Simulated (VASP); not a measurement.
Set up this calculation in VASP 6.6.1, as the native input.

```
Task                   : single point
Functional             : PBE
Potentials or basis    : VASP PAW PBE potentials, release 64 (W_sv, C)
Cutoff                 : 520 eV
k mesh                 : 13 × 13 × 12
Occupations            : fermi-dirac, width 0.05 eV
Spin                   : no spin polarisation
Dipole correction      : no
Further INCAR settings : ALGO = Normal; EDIFF = 1e-07; NBANDS = 16
```

The structure of WC lies in POSCAR:

```
WC
1.0
    2.9005014360      0.0000000000      0.0000000000
   -1.4502507180      2.5119079273      0.0000000000
    0.0000000000      0.0000000000      2.8855800000
W C
1 1
Direct
    0.0000000000      0.0000000000      0.0000000000
    0.6666666667      0.3333333333      0.5000000000
```

This cell differs from its parent crystal: zz strain of +2 %.

The input as run:

INCAR

```
SYSTEM = WC
ALGO = Normal ; EDIFF = 1E-7
ENCUT = 520 ; GGA = PE
ISIF = 2 ; ISMEAR = -1
LASPH = .TRUE. ; LCHARG = .TRUE.
LELF = .TRUE. ; LREAL = .FALSE.
LVHAR = .TRUE. ; LWAVE = .FALSE.
NBANDS = 16 ; NELM = 60
PREC = Accurate ; SIGMA = 0.05
```

KPOINTS

```
k-points
0
G
  13 13 12
  0 0 0
```

Potentials or basis: VASP PAW PBE potentials, release 64 (W_sv, C).

Run with:

```console
$ cat potpaw_PBE.64/W_sv/POTCAR potpaw_PBE.64/C/POTCAR > POTCAR
$ mpirun -np 1 vasp_std > vasp.out
```

Results of the run:

- Pressure: 0.8 GPa
- Band gap on the k mesh: zero (band 9 reaches 11.59 eV, above the bottom of band 10 at 10.30 eV)

Caveat: the cell differs from its parent crystal (zz strain of +2 %); spin-orbit coupling is left out, which moves the levels of the heavy elements.

Run time: 25 s on 1 thread of Intel(R) Xeon(R) Platinum 8259CL CPU @ 2.50GHz (Skylake/Cascade Lake), with other jobs on the host, peak memory 0.17 GiB.
